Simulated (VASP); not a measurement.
# CoO in VASP: single point with PBE

Aim: the single point of CoO with PBE.

Program: VASP 6.6.1. These are calculated values, not measurements. Logs are shortened: lines on timing, memory, paths and dates and some standing lists are left out, and cuts for length are marked.

### Step 1. The cell of the first run

The cell holds a wire or tube with vacuum around it, 12 atoms: a = 11.600 Å, b = 12.300 Å, c = 7.358 Å, α = 90.00°, β = 90.00°, γ = 90.00°.

### Step 2. Single point, PBE, collinear spin, ferromagnetic start

Contents of INCAR:

```
ALGO     = Normal         # electronic algorithm
EDIFF    = 1E-6           # SCF threshold, eV
ENCUT    = 520            # plane-wave cutoff, eV
GGA      = PE             # functional
ISIF     = 2              # what is computed and relaxed
ISMEAR   = 0              # smearing method
ISPIN    = 2              # spin polarisation
KPAR     = 2            
LASPH    = True           # aspherical terms in the spheres
LCHARG   = False          # write CHGCAR
LMAXMIX  = 4              # l up to which the mixer works
LORBIT   = 11             # projections on sites
LREAL    = False          # projectors in reciprocal space
LWAVE    = False          # write WAVECAR
MAGMOM   = 2.74 2.74 2.74 2.74 2.74 2.74 0.35 0.35 0.35 0.35 0.35 0.35 # initial moments
NBANDS   = 61             # bands
NCORE    = 2            
NELM     = 150            # most SCF steps
PREC     = Accurate       # precision mode
SIGMA    = 0.05           # smearing width, eV
```

Contents of KPOINTS:

```
k-points
0
Gamma
  1 1 8
```

Contents of POSCAR:

```
CoO
1.0
   11.6000000000      0.0000000000      0.0000000000
    0.0000000000     12.3000000000      0.0000000000
    0.0000000000      0.0000000000      7.3582941728
Co O
6 6
Direct
    0.6121357696      0.5000000000      0.0000000000
    0.4626214101      0.5000000000      0.3333333333
    0.3878642304      0.3778857310      0.0000000000
    0.5373785899      0.6221142690      0.6666666667
    0.3878642304      0.6221142690      0.0000000000
    0.5373785899      0.3778857310      0.6666666667
    0.4626214101      0.5000000000      0.8333333333
    0.6121357696      0.5000000000      0.5000000000
    0.5373785899      0.3778857310      0.1666666667
    0.3878642304      0.6221142690      0.5000000000
    0.5373785899      0.6221142690      0.1666666667
    0.3878642304      0.3778857310      0.5000000000
```

Potentials or basis: VASP PAW PBE potentials, release 64 (Co, O).

On the command line:

```bash
$ cat potpaw_PBE.64/Co/POTCAR potpaw_PBE.64/O/POTCAR > POTCAR
$ mpirun -np 4 vasp_std > vasp.out
```

OUTCAR:

```text
EDIFF = 1E-6
   ENCUT = 520
   GGA = PE
   ISIF = 2
   ISMEAR = 0
   ISPIN = 2
   LASPH = True
   LORBIT = 11
   LREAL = False
   NELM = 150
   PREC = Accurate

 ion  position               nearest neighbor table
   1  0.612  0.500  0.000-   9 2.12  11 2.12   7 2.12   6 3.00   4 3.00   2 3.00   3 3.00   5 3.00

   2  0.463  0.500  0.333-  10 2.12  12 2.12  11 2.12   9 2.12   8 2.12   5 3.00   3 3.00   1 3.00
                             6 3.00   4 3.00
   3  0.388  0.378  0.000-   7 2.12   9 2.12   2 3.00   6 3.00   5 3.00   1 3.00
   4  0.537  0.622  0.667-   8 2.12   7 2.12  10 2.12   1 3.00   5 3.00   6 3.00   2 3.00
   5  0.388  0.622  0.000-   7 2.12  11 2.12   2 3.00   4 3.00   3 3.00   1 3.00
   6  0.537  0.378  0.667-   8 2.12   7 2.12  12 2.12   1 3.00   3 3.00   4 3.00   2 3.00
   7  0.463  0.500  0.833-   3 2.12   5 2.12   4 2.12   6 2.12   1 2.12
   8  0.612  0.500  0.500-   4 2.12   6 2.12   2 2.12
   9  0.537  0.378  0.167-   1 2.12   2 2.12   3 2.12
  10  0.388  0.622  0.500-   2 2.12   4 2.12
  11  0.537  0.622  0.167-   1 2.12   2 2.12   5 2.12
  12  0.388  0.378  0.500-   2 2.12   6 2.12

  LATTYP: Found a simple orthorhombic cell.
 ALAT       =     7.3582941728
 B/A-ratio  =     1.5764523309
 C/A-ratio  =     1.6715830750

  Lattice vectors:

 A1 = (   0.0000000000,   0.0000000000,   7.3582941728)
 A2 = (  11.6000000000,   0.0000000000,   0.0000000000)
 A3 = (   0.0000000000,  12.3000000000,   0.0000000000)

Analysis of symmetry for initial positions (statically):
=====================================================================
 Subroutine PRICEL returns:
 Original cell was already a primitive cell.

 Routine SETGRP: Setting up the symmetry group for a
 simple orthorhombic supercell.

 Subroutine GETGRP returns: Found  2 space group operations
 (whereof  2 operations were pure point group operations)
 out of a pool of  8 trial point group operations.

The static configuration has the point symmetry C_1h.

Analysis of symmetry for dynamics (positions and initial velocities):
=====================================================================
 Subroutine PRICEL returns:
 Original cell was already a primitive cell.

 Routine SETGRP: Setting up the symmetry group for a
 simple orthorhombic supercell.

 Subroutine GETGRP returns: Found  2 space group operations
 (whereof  2 operations were pure point group operations)
 out of a pool of  8 trial point group operations.

The dynamic configuration has the point symmetry C_1h.

Analysis of structural, dynamic, and magnetic symmetry:
=====================================================================
 Subroutine PRICEL returns:
 Original cell was already a primitive cell.

 Routine SETGRP: Setting up the symmetry group for a
 simple orthorhombic supercell.

 Subroutine GETGRP returns: Found  2 space group operations
 (whereof  2 operations were pure point group operations)
 out of a pool of  8 trial point group operations.

The overall configuration has the point symmetry C_1h.

 Subroutine INISYM returns: Found  2 space group operations
 (whereof  2 operations are pure point group operations),
 and found     1 'primitive' translations

----------------------------------------------------------------------------------------

                                     Primitive cell

  volume of cell :    1049.8814

  direct lattice vectors                    reciprocal lattice vectors
    11.600000000  0.000000000  0.000000000     0.086206897  0.000000000  0.000000000
     0.000000000 12.300000000  0.000000000     0.000000000  0.081300813  0.000000000
     0.000000000  0.000000000  7.358294173     0.000000000  0.000000000  0.135901063

  length of vectors
    11.600000000 12.300000000  7.358294173     0.086206897  0.081300813  0.135901063

  position of ions in fractional coordinates (direct lattice)
     0.612135770  0.500000000  0.000000000
     0.462621410  0.500000000  0.333333333
     0.387864230  0.377885731  0.000000000
     0.537378590  0.622114269  0.666666667
     0.387864230  0.622114269  0.000000000
     0.537378590  0.377885731  0.666666667
     0.462621410  0.500000000  0.833333333
     0.612135770  0.500000000  0.500000000
     0.537378590  0.377885731  0.166666667
     0.387864230  0.622114269  0.500000000
     0.537378590  0.622114269  0.166666667
     0.387864230  0.377885731  0.500000000

  ion indices of the primitive-cell ions
   primitive index   ion index
                 1           1
                 2           2
                 3           3
[... 42 lines left out ...]
  0.000000  0.000000  0.500000      1.000000
   k-points           NKPTS =      5   k-points in BZ     NKDIM =      5   number of bands    NBANDS=     61
   number of dos      NEDOS =    301   number of ions     NIONS =     12
   total plane-waves  NPLWV = 483840
   dimension x,y,z NGX =    90 NGY =   96 NGZ =   56
   dimension x,y,z NGXF=   180 NGYF=  192 NGZF=  112
   ions per type =               6   6
   NGX,Y,Z   is equivalent  to a cutoff of  12.90, 12.98, 12.65 a.u.
   NGXF,Y,Z  is equivalent  to a cutoff of  25.80, 25.95, 25.30 a.u.
 SYSTEM =  unknown system
   PREC   = accura    normal or accurate (medium, high low for compatibility)
   ISTART =      0    job   : 0-new  1-cont  2-samecut
   ICHARG =      2    charge: 1-file 2-atom 10-const
   ISPIN  =      2    spin polarized calculation?
   LNONCOLLINEAR =      F non collinear calculations
   LSORBIT =      F    spin-orbit coupling
   LASPH  =      T    aspherical Exc in radial PAW
   ENCUT  =  520.0 eV  38.22 Ry    6.18 a.u.  21.57 22.87 13.68*2*pi/ulx,y,z
   NELM   =    150;   NELMIN=  2; NELMDL= -5     # of ELM steps
   EDIFF  = 0.1E-05   stopping-criterion for ELM
   LREAL  =      F    real-space projection
   EDIFFG = 0.1E-04   stopping-criterion for IOM
   NSW    =      0    number of steps for IOM
   IBRION =     -1    ionic relax: 0-MD 1-quasi-New 2-CG
   NFREE  =      0    steps in history (QN), initial steepest desc. (CG)
   ISIF   =      2    stress and relaxation
   ISYM   =      2    0-nonsym 1-usesym 2-fastsym
   POTIM  = 0.5000    time-step for ionic-motion
   TEBEG  =    0.0;   TEEND  =   0.0 temperature during run
   PSTRESS=    0.0 pullay stress
   NELECT =      90.0000    total number of electrons
   NUPDOWN=      -1.0000    fix difference up-down
   EMIN   =  10.00;   EMAX   =-10.00  energy-range for DOS
   EFERMI =   0.00;   METHOD = LEGACY
   ISMEAR =     0;   SIGMA  =   0.05  broadening in eV -4-tet -1-fermi 0-gaus
   EFERMI_NEDOS =   21; number of points for ismear=-14 and -15
   IALGO  =     38    algorithm
   IMIX   =      4    mixing-type and parameters
     AMIX     =   0.40;   BMIX     =  1.00
     AMIX_MAG =   1.60;   BMIX_MAG =  1.00
  volume/ion in A,a.u.               =      87.49       590.41
  Fermi-wavevector in a.u.,A,eV,Ry     =   0.721842  1.364084  7.089399  0.521056
  Thomas-Fermi vector in A             =   1.811653
   LORBIT       =     11    0 simple, 1 ext, 2 COOP (PROOUT), +10 PAW based schemes
   GGA     = PE    functional components
   LHFCALC =     F    Hartree Fock is set to
   AEXX    =    0.0000 exact exchange contribution
   IVDW    =     0    specifies the selected vdW correction
   LEPSILON=     F    determine dielectric tensor
   LRPA    =     F    only Hartree local field effects (RPA)
 spin polarized calculation
 Gauss-broadening in eV      SIGMA  =   0.05
  energy-cutoff  :      520.00
  volume of cell :     1049.88
 maximum number of plane-waves:     28327
 NGX is ok and might be reduce to    90
   NGX = 43   NGY = 45   NGZ = 27

 number of electron      89.9999989 magnetization      16.7171981

 Free energy of the ion-electron system (eV)
  ---------------------------------------------------
  ext. energy  EPLUGINS =         0.00000000
  ---------------------------------------------------
  free energy    TOTEN  =       -64.11570603 eV

  energy without entropy =      -64.09835123  energy(sigma->0) =      -64.10702863

 E-fermi :  -3.3251     XC(G=0):  -2.6581

 val. band max:       -3.3357773787   @ k =   0.0000   0.0000   0.2500
 cond. band min:      -3.2752229139   @ k =   0.0000   0.0000   0.5000
 fundamental gap:      0.0605544648
 Fermi energy:        -3.3250966425

 spin component 1

 k-point     1 :       0.0000    0.0000    0.0000
  band No.  band energies     occupation
      1     -22.1119      1.00000
      2     -20.7917      1.00000
      3     -20.5443      1.00000
      4     -20.5241      1.00000
      5     -20.2145      1.00000
      6     -20.1202      1.00000
[... 289 lines left out ...]
     56      -2.1046      0.00000
     57      -2.0319      0.00000
 Fermi energy:        -3.3250966425

 spin component 2

 k-point     1 :       0.0000    0.0000    0.0000
  band No.  band energies     occupation
      1     -21.6071      1.00000
      2     -20.2816      1.00000
      3     -20.0551      1.00000
      4     -19.6979      1.00000
      5     -19.2779      1.00000
      6     -19.1736      1.00000
[... 289 lines left out ...]
     56      -1.2638      0.00000
     57      -1.2162      0.00000
 [bands above 57 left out]

------------------------ aborting loop because EDIFF is reached ----------------------------------------

  FORCE on cell =-STRESS in cart. coord.  units (eV):
  Direction    XX          YY          ZZ          XY          YZ          ZX
  --------------------------------------------------------------------------------------
  -------------------------------------------------------------------------------------
  Total      -22.1784921    -20.8168345    -24.6130021      0.0000000      0.0000000     -1.0643856
  in kB      -33.8456104    -31.7676453    -37.5608078      0.0000000      0.0000000     -1.6243115
  external PRESSURE =     -34.3913545 kB  Pullay stress =       0.0000000 kB

 VOLUME and BASIS-vectors are now :
 -----------------------------------------------------------------------------
  energy-cutoff  :      520.00
  volume of cell :     1049.88
      direct lattice vectors                 reciprocal lattice vectors
    11.600000000  0.000000000  0.000000000     0.086206897  0.000000000  0.000000000
     0.000000000 12.300000000  0.000000000     0.000000000  0.081300813  0.000000000
     0.000000000  0.000000000  7.358294173     0.000000000  0.000000000  0.135901063

 POSITION                                       TOTAL-FORCE (eV/Angst)
 -----------------------------------------------------------------------------------
      7.10077      6.15000      0.00000        -2.303617      0.000000      1.532084
      5.36641      6.15000      2.45276         0.356627      0.000000      1.538730
      4.49923      4.64799      0.00000         2.588403      1.487635      0.637199
      6.23359      7.65201      4.90553        -2.104331     -2.401119     -2.236143
      4.49923      7.65201      0.00000         2.588403     -1.487635      0.637199
      6.23359      4.64799      4.90553        -2.104331      2.401119     -2.236143
      5.36641      6.15000      6.13191         0.052612      0.000000      0.964023
      7.10077      6.15000      3.67915        -1.315000      0.000000      1.881925
      6.23359      4.64799      1.22638        -1.641026      1.821107     -1.259503
      4.49923      7.65201      3.67915         2.761643     -1.179689     -0.099933
      6.23359      7.65201      1.22638        -1.641026     -1.821107     -1.259503
      4.49923      4.64799      3.67915         2.761643      1.179689     -0.099933
 -----------------------------------------------------------------------------------
    total drift:                                0.001966     -0.000000      0.000237

  FREE ENERGIE OF THE ION-ELECTRON SYSTEM (eV)
  ---------------------------------------------------
  free  energy   TOTEN  =       -64.1157060315 eV

  energy  without entropy=      -64.0983512333  energy(sigma->0) =      -64.10702863

 total charge

# of ion       s       p       d       tot
------------------------------------------
    1        0.296   0.222   7.139   7.657
    2        0.316   0.343   6.987   7.646
    3        0.286   0.152   7.197   7.635
    4        0.293   0.214   7.117   7.624
    5        0.286   0.152   7.197   7.635
    6        0.293   0.214   7.117   7.624
    7        1.572   3.317   0.000   4.889
    8        1.584   3.227   0.000   4.812
    9        1.584   3.223   0.000   4.807
   10        1.590   3.162   0.000   4.753
   11        1.584   3.223   0.000   4.807
   12        1.590   3.162   0.000   4.753
--------------------------------------------------
tot         11.275  20.610  42.754  74.639

 magnetization (x)

# of ion       s       p       d       tot
------------------------------------------
    1        0.024   0.035   2.327   2.386
    2        0.007   0.007   1.777   1.791
    3        0.025   0.018   2.190   2.233
    4        0.019   0.031   2.360   2.410
    5        0.025   0.018   2.190   2.233
    6        0.019   0.031   2.360   2.410
    7        0.024   0.249   0.000   0.273
    8        0.011   0.469   0.000   0.480
    9        0.006   0.239   0.000   0.245
   10        0.007   0.491   0.000   0.498
   11        0.006   0.239   0.000   0.245
   12        0.007   0.491   0.000   0.498
--------------------------------------------------
tot          0.181   2.317  13.205  15.702
```

Run time: 20 min. Hardware: 4 MPI ranks of AMD EPYC 7R43 (Zen 3), shared host; peak memory 0.86 GiB.

What came out:

```yaml
Free_energy: -64.1157 eV
Largest_force: 3.898 eV/Å
Net_moment: 16.72 μB per cell
Site_moments: Co +2.39, +1.79, +2.23, +2.41 (each value once); O +0.27, +0.48, +0.24, +0.50 (each value once) μB
Valence_electrons_inside_the_program's_atomic_spheres: Co 7.66, 7.65, 7.63, 7.62 (each value once); O 4.89, 4.81, 4.75 (each value once)
```

Forces in eV/Å, atoms in the order of the input:
```
Co  -2.304  0.000  1.532
Co   0.357  0.000  1.539
Co   2.588  1.488  0.637
Co  -2.104 -2.401 -2.236
Co   2.588 -1.488  0.637
Co  -2.104  2.401 -2.236
O    0.053  0.000  0.964
O   -1.315  0.000  1.882
O   -1.641  1.821 -1.260
O    2.762 -1.180 -0.100
O   -1.641 -1.821 -1.260
O    2.762  1.180 -0.100
```

Caveat: semilocal functionals often make such compounds metallic where correlation or magnetic order opens a gap, which also shifts bond lengths.
